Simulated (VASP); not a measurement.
# BAs (F-43m) in VASP: settings compared

BAs is run at these levels: BLYP+D4, LDA, revPBE+D3(BJ); tasks: single point.

Everything below comes from runs of VASP 6.6.1. Logs are shortened: lines on timing, memory, paths and dates and some standing lists are left out, and cuts for length are marked.

## Step 1: The cell of the first run

The structure is cubic, space group F-43m (No. 216). The conventional cell has a = 4.840 Å, b = 4.840 Å, c = 4.840 Å, α = 90.00°, β = 90.00°, γ = 90.00°. Within 2.8 Å of As (site symmetry -43m) lie 4 B at 2.10 Å. Within 2.8 Å of B (site symmetry -43m) lie 4 As at 2.10 Å.

## Step 2: Single point, BLYP+D4

INCAR

```
SYSTEM = BAs
  AGGAC = 1.0
  AGGAX = 1.0
  ALDAC = 0.0
  ALDAX = 1.0
  ALGO = Normal
  EDIFF = 1E-6
  ENCUT = 520
  GGA = B5
  ISIF = 2
  ISMEAR = -1
  IVDW = 13
  LASPH = .True.
  LCHARG = .False.
  LREAL = .False.
  LWAVE = .False.
  NBANDS = 11
  NELM = 60
  PREC = Accurate
  SIGMA = 0.05
  VDW_A1 = 0.44488865
  VDW_A2 = 4.0933009
  VDW_S6 = 1.0
  VDW_S8 = 2.34076671
```

KPOINTS

```
k-points
0
Gamma
  10 10 10
  0 0 0
```

POSCAR

```
BAs
1.0
    0.0000000000      2.4199312360      2.4199312360
    2.4199312360      0.0000000000      2.4199312360
    2.4199312360      2.4199312360      0.0000000000
As B
1 1
Direct
    0.7500000000      0.7500000000      0.7500000000
    0.0000000000      0.0000000000      0.0000000000
```

Potentials or basis: VASP PAW PBE potentials, release 64 (As, B).

Started as:

```sh
> cat potpaw_PBE.64/As/POTCAR potpaw_PBE.64/B/POTCAR > POTCAR
> mpirun -np 1 vasp_std > vasp.out
```

OUTCAR:

```text
SYSTEM = BAs
   EDIFF = 1E-6
   ENCUT = 520
   GGA = B5
   ISIF = 2
   ISMEAR = -1
   IVDW = 13
   LASPH = .True.
   LREAL = .False.
   NELM = 60
   PREC = Accurate

 ion  position               nearest neighbor table
   1  0.750  0.750  0.750-   2 2.10   2 2.10   2 2.10   2 2.10
   2  0.000  0.000  0.000-   1 2.10   1 2.10   1 2.10   1 2.10

  LATTYP: Found a face centered cubic cell.
 ALAT       =     4.8398624720

  Lattice vectors:

 A1 = (   0.0000000000,   2.4199312360,   2.4199312360)
 A2 = (   2.4199312360,   0.0000000000,   2.4199312360)
 A3 = (   2.4199312360,   2.4199312360,   0.0000000000)

Analysis of symmetry for initial positions (statically):
=====================================================================
 Subroutine PRICEL returns:
 Original cell was already a primitive cell.

 Routine SETGRP: Setting up the symmetry group for a
 face centered cubic supercell.

 Subroutine GETGRP returns: Found 24 space group operations
 (whereof 24 operations were pure point group operations)
 out of a pool of 48 trial point group operations.

The static configuration has the point symmetry T_d .

Analysis of symmetry for dynamics (positions and initial velocities):
=====================================================================
 Subroutine PRICEL returns:
 Original cell was already a primitive cell.

 Routine SETGRP: Setting up the symmetry group for a
 face centered cubic supercell.

 Subroutine GETGRP returns: Found 24 space group operations
 (whereof 24 operations were pure point group operations)
 out of a pool of 48 trial point group operations.

The dynamic configuration has the point symmetry T_d .

 Subroutine INISYM returns: Found 24 space group operations
 (whereof 24 operations are pure point group operations),
 and found     1 'primitive' translations

----------------------------------------------------------------------------------------

                                     Primitive cell

  volume of cell :      28.3426

  direct lattice vectors                    reciprocal lattice vectors
     0.000000000  2.419931236  2.419931236    -0.206617441  0.206617441  0.206617441
     2.419931236  0.000000000  2.419931236     0.206617441 -0.206617441  0.206617441
     2.419931236  2.419931236  0.000000000     0.206617441  0.206617441 -0.206617441

  length of vectors
     3.422299574  3.422299574  3.422299574     0.357871906  0.357871906  0.357871906

  position of ions in fractional coordinates (direct lattice)
     0.750000000  0.750000000  0.750000000
     0.000000000  0.000000000  0.000000000

  ion indices of the primitive-cell ions
   primitive index   ion index
                 1           1
                 2           2

----------------------------------------------------------------------------------------

 KPOINTS: k-points

Automatic generation of k-mesh.
 Grid dimensions read from file:
 generate k-points for:   10   10   10

 Generating k-lattice:

  Cartesian coordinates                     Fractional coordinates (reciprocal lattice)
    -0.020661744  0.020661744  0.020661744     0.100000000  0.000000000  0.000000000
     0.020661744 -0.020661744  0.020661744     0.000000000  0.100000000  0.000000000
     0.020661744  0.020661744 -0.020661744     0.000000000  0.000000000  0.100000000

  Length of vectors
     0.035787191  0.035787191  0.035787191

  Shift w.r.t. Gamma in fractional coordinates (k-lattice)
     0.000000000  0.000000000  0.000000000

 Subroutine IBZKPT returns following result:
 ===========================================

 Found     47 irreducible k-points:

 Following reciprocal coordinates:
            Coordinates               Weight
  0.000000  0.000000  0.000000      1.000000
  0.100000  0.000000  0.000000      8.000000
  0.200000  0.000000  0.000000      8.000000
  0.300000  0.000000  0.000000      8.000000
  0.400000  0.000000  0.000000      8.000000
  0.500000  0.000000  0.000000      4.000000
[... 16 lines left out ...]
  0.300000  0.300000  0.000000      6.000000
  0.400000  0.300000  0.000000     24.000000
 [... further k-points ...]
   k-points           NKPTS =     47   k-points in BZ     NKDIM =     47   number of bands    NBANDS=     11
   number of dos      NEDOS =    301   number of ions     NIONS =      2
   total plane-waves  NPLWV =  21952
   dimension x,y,z NGX =    28 NGY =   28 NGZ =   28
   dimension x,y,z NGXF=    56 NGYF=   56 NGZF=   56
   ions per type =               1   1
   NGX,Y,Z   is equivalent  to a cutoff of  13.60, 13.60, 13.60 a.u.
   NGXF,Y,Z  is equivalent  to a cutoff of  27.20, 27.20, 27.20 a.u.
 SYSTEM =  BAs
   PREC   = accura    normal or accurate (medium, high low for compatibility)
   ISTART =      0    job   : 0-new  1-cont  2-samecut
   ICHARG =      2    charge: 1-file 2-atom 10-const
   ISPIN  =      1    spin polarized calculation?
   LNONCOLLINEAR =      F non collinear calculations
   LSORBIT =      F    spin-orbit coupling
   LASPH  =      T    aspherical Exc in radial PAW
   ENCUT  =  520.0 eV  38.22 Ry    6.18 a.u.   6.36  6.36  6.36*2*pi/ulx,y,z
   NELM   =     60;   NELMIN=  2; NELMDL= -5     # of ELM steps
   EDIFF  = 0.1E-05   stopping-criterion for ELM
   LREAL  =      F    real-space projection
   EDIFFG = 0.1E-04   stopping-criterion for IOM
   NSW    =      0    number of steps for IOM
   IBRION =     -1    ionic relax: 0-MD 1-quasi-New 2-CG
   NFREE  =      0    steps in history (QN), initial steepest desc. (CG)
   ISIF   =      2    stress and relaxation
   ISYM   =      2    0-nonsym 1-usesym 2-fastsym
   POTIM  = 0.5000    time-step for ionic-motion
   TEBEG  =    0.0;   TEEND  =   0.0 temperature during run
   PSTRESS=    0.0 pullay stress
   NELECT =       8.0000    total number of electrons
   NUPDOWN=      -1.0000    fix difference up-down
   EMIN   =  10.00;   EMAX   =-10.00  energy-range for DOS
   EFERMI =   0.00;   METHOD = LEGACY
   ISMEAR =    -1;   SIGMA  =   0.05  broadening in eV -4-tet -1-fermi 0-gaus
   EFERMI_NEDOS =   21; number of points for ismear=-14 and -15
   IALGO  =     38    algorithm
   IMIX   =      4    mixing-type and parameters
     AMIX     =   0.40;   BMIX     =  1.00
     AMIX_MAG =   1.60;   BMIX_MAG =  1.00
  volume/ion in A,a.u.               =      14.17        95.63
  Fermi-wavevector in a.u.,A,eV,Ry     =   1.073887  2.029352 15.690683  1.153233
  Thomas-Fermi vector in A             =   2.209699
   LORBIT       =      0    0 simple, 1 ext, 2 COOP (PROOUT), +10 PAW based schemes
   GGA     = B5    functional components
   LHFCALC =     F    Hartree Fock is set to
   AEXX    =    0.0000 exact exchange contribution
   IVDW    =    13    specifies the selected vdW correction
   LEPSILON=     F    determine dielectric tensor
   LRPA    =     F    only Hartree local field effects (RPA)
 non-spin polarized calculation
  energy-cutoff  :      520.00
  volume of cell :       28.34
 maximum number of plane-waves:       785
 NGX is ok and might be reduce to    28
   NGX = 13   NGY = 13   NGZ = 13

 number of electron       8.0000000 magnetization

 Free energy of the ion-electron system (eV)
  ---------------------------------------------------
  ext. energy  EPLUGINS =         0.00000000
  ---------------------------------------------------
  free energy    TOTEN  =       -10.06308675 eV

  energy without entropy =      -10.06308674  energy(sigma->0) =      -10.06308674

 E-fermi :   6.7839     XC(G=0):  -9.7533

 val. band max:        6.0833634127   @ k =   0.0000   0.0000   0.0000
 cond. band min:       7.5191444285   @ k =   0.4000   0.4000   0.0000
 fundamental gap:      1.4357810158
 Fermi energy:         6.7838736858

 k-point     1 :       0.0000    0.0000    0.0000
  band No.  band energies     occupation
      1      -8.8721      2.00000
      2       6.0834      2.00000
      3       6.0834      2.00000
      4       6.0834      2.00000
      5       9.4029      0.00000
      6       9.4029      0.00000
      7       9.4029      0.00000
      8      10.2609      0.00000
      9      15.8489      0.00000
     10      19.1131      0.00000
     11      19.1131      0.00000

 k-point     2 :       0.1000    0.0000    0.0000
  band No.  band energies     occupation
      1      -8.7156      2.00000
      2       4.7404      2.00000
      3       5.8043      2.00000
      4       5.8043      2.00000
      5       9.4439      0.00000
      6       9.7734      0.00000
      7       9.7734      0.00000
      8      11.2376      0.00000
      9      16.4414      0.00000
     10      18.1311      0.00000
     11      18.1311      0.00000

 k-point     3 :       0.2000    0.0000    0.0000
  band No.  band energies     occupation
      1      -8.2550      2.00000
      2       2.4722      2.00000
      3       5.2623      2.00000
      4       5.2623      2.00000
      5       9.1783      0.00000
      6      10.4637      0.00000
      7      10.4637      0.00000
      8      12.9540      0.00000
      9      17.4182      0.00000
     10      17.4373      0.00000
     11      17.4373      0.00000

 k-point     4 :       0.3000    0.0000    0.0000
  band No.  band energies     occupation
      1      -7.5298      2.00000
      2       0.2840      2.00000
      3       4.7762      2.00000
      4       4.7762      2.00000
      5       8.8946      0.00000
      6      10.8947      0.00000
      7      10.8947      0.00000
      8      14.3628      0.00000
      9      17.5458      0.00000
     10      17.8207      0.00000
     11      17.8207      0.00000

 k-point     5 :       0.4000    0.0000    0.0000
  band No.  band energies     occupation
      1      -6.6781      2.00000
      2      -1.4867      2.00000
      3       4.4620      2.00000
      4       4.4620      2.00000
      5       8.7059      0.00000
      6      10.9719      0.00000
      7      10.9719      0.00000
      8      15.0061      0.00000
      9      18.0972      0.00000
     10      19.2188      0.00000
     11      19.2188      0.00000
[... 211 lines left out ...]
 k-point    21 :      -0.3000    0.2000    0.0000
  band No.  band energies     occupation
      1      -6.4712      2.00000
      2      -0.6902      2.00000
      3       1.7339      2.00000
      4       4.2378      2.00000
      5       9.6455      0.00000
      6      11.9790      0.00000
      7      12.2248      0.00000
      8      14.0484      0.00000
      9      16.9390      0.00000
     10      18.1161      0.00000
     11      21.1925      0.00000

 k-point    22 :      -0.2000    0.2000    0.0000
  band No.  band energies     occupation
      1      -7.2799      2.00000
      2       0.7763      2.00000
      3       2.2794      2.00000
      4       4.8575      2.00000
      5       9.9503      0.00000
      6      11.1751      0.00000
      7      12.0257      0.00000
      8      13.0047      0.00000
      9      16.2027      0.00000
     10      18.6539      0.00000
     11      20.0357      0.00000

 k-point    23 :       0.3000    0.3000    0.0000
  band No.  band energies     occupation
      1      -7.0531      2.00000
      2       0.9641      2.00000
      3       3.0889      2.00000
      4       3.0889      2.00000
      5       7.7017      0.00000
      6       9.9337      0.00000
      7      14.2930      0.00000
      8      14.2930      0.00000
      9      16.8025      0.00000
     10      20.9239      0.00000
     11      21.2057      0.00000

 k-point    24 :       0.4000    0.3000    0.0000
  band No.  band energies     occupation
      1      -6.3715      2.00000
      2      -0.2121      2.00000
      3       2.3572      2.00000
      4       2.8046      2.00000
      5       7.9975      0.00000
      6       9.6781      0.00000
      7      14.6647      0.00000
      8      14.9041      0.00000
      9      17.8207      0.00000
     10      21.5833      0.00000
     11      21.9089      0.00000

 [... further k-points ...]

------------------------ aborting loop because EDIFF is reached ----------------------------------------

  DFT-D4 for vdW energy calculation

  Edisp (eV):   -1.39593

  FORCE on cell =-STRESS in cart. coord.  units (eV):
  Direction    XX          YY          ZZ          XY          YZ          ZX
  --------------------------------------------------------------------------------------
  -------------------------------------------------------------------------------------
  Total      -0.88805    -0.88805    -0.88805     0.00000     0.00000    -0.00000
  in kB     -50.20075   -50.20075   -50.20075     0.00000     0.00000    -0.00000
  external pressure =      -50.20 kB  Pullay stress =        0.00 kB

 VOLUME and BASIS-vectors are now :
 -----------------------------------------------------------------------------
  energy-cutoff  :      520.00
  volume of cell :       28.34
      direct lattice vectors                 reciprocal lattice vectors
     0.000000000  2.419931236  2.419931236    -0.206617441  0.206617441  0.206617441
     2.419931236  0.000000000  2.419931236     0.206617441 -0.206617441  0.206617441
     2.419931236  2.419931236  0.000000000     0.206617441  0.206617441 -0.206617441

 POSITION                                       TOTAL-FORCE (eV/Angst)
 -----------------------------------------------------------------------------------
      3.62990      3.62990      3.62990        -0.000000     -0.000000     -0.000000
      0.00000      0.00000      0.00000         0.000000      0.000000      0.000000
 -----------------------------------------------------------------------------------
    total drift:                                0.000000      0.000000      0.000000

  FREE ENERGIE OF THE ION-ELECTRON SYSTEM (eV)
  ---------------------------------------------------
  free  energy   TOTEN  =       -11.4590175054 eV

  energy  without entropy=      -11.4590174975  energy(sigma->0) =      -11.45901750
```

Wall time 22 s (1 thread of Intel Xeon Platinum 8259CL at 2.50GHz (Skylake/Cascade Lake), shared host); peak memory 0.16 GiB.

Results:

```
Free energy                : -11.4590 eV
Pressure                   : -5.0 GPa
Band gap on the k mesh     : 1.44 eV, indirect (least direct gap 3.32 eV)
Dispersion energy per atom : -0.698 eV
```

Levels at points of the mesh, in eV from the valence-band top:
```tsv
k point	band 1	band 2	band 3	band 4	band 5	band 6	band 7	band 8	band 9
(0.00, 0.00, 0.00)	-14.96	0.00	0.00	0.00	3.32	3.32	3.32	4.18	9.77
(0.50, 0.00, 0.00)	-12.28	-8.36	-1.73	-1.73	2.56	4.87	4.87	9.01	12.62
(0.50, 0.50, 0.00)	-11.05	-8.20	-3.84	-3.84	1.71	1.72	10.93	10.93	12.53
```

Caveat: the PAW data sets were made with another functional, which shifts forces and pressure a little.

(Continued in part 2 of 3.)
